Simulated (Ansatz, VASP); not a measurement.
# Two plane-wave programs on MgB2

```
Mg B
1.0
     3.08500    0.00000    0.00000
    -1.54250    2.67169    0.00000
     0.00000    0.00000    3.52300
Mg B
1 2
Direct
  0.00000 0.00000 0.00000
  0.66667 0.33333 0.50000
  0.33333 0.66667 0.50000
```

Alike in both runs: task relaxation of cell and atoms; functional PBEsol; dispersion D4; k mesh 10 × 10 × 8; occupations fermi-dirac, width 0.05 eV; no spin polarisation.

```csv
,VASP,Ansatz
version,VASP 6.6.1,Ansatz 0.2.0
potentials or method,"VASP PAW PBE potentials, release 64 (Mg, B)",Ansatz PAW
plane-wave cutoff (eV),600,420
valence electrons in the cell,8,16
```

```csv
,VASP,Ansatz,Ansatz less VASP
"gap on the k mesh at the Fermi level, each at its own relaxed structure (eV)",none,none,-
relaxed volume (Å³/atom),9.31,9.32,+0.004
relaxed cell length with the largest relative difference (Å),3.448,3.451,+0.0025
```

VASP's potentials were made for PBE, not for PBEsol. A gap of «none» marks a metal or a gap that the smearing closes. VASP's potentials hold 8 valence electrons a cell and Ansatz's 16, so a difference there can come from the potentials and not from the codes.

Noted on Ansatz's run: the plane-wave basis is chosen anew once the cell has moved, so the energies of steps on either side of that aren't comparable.
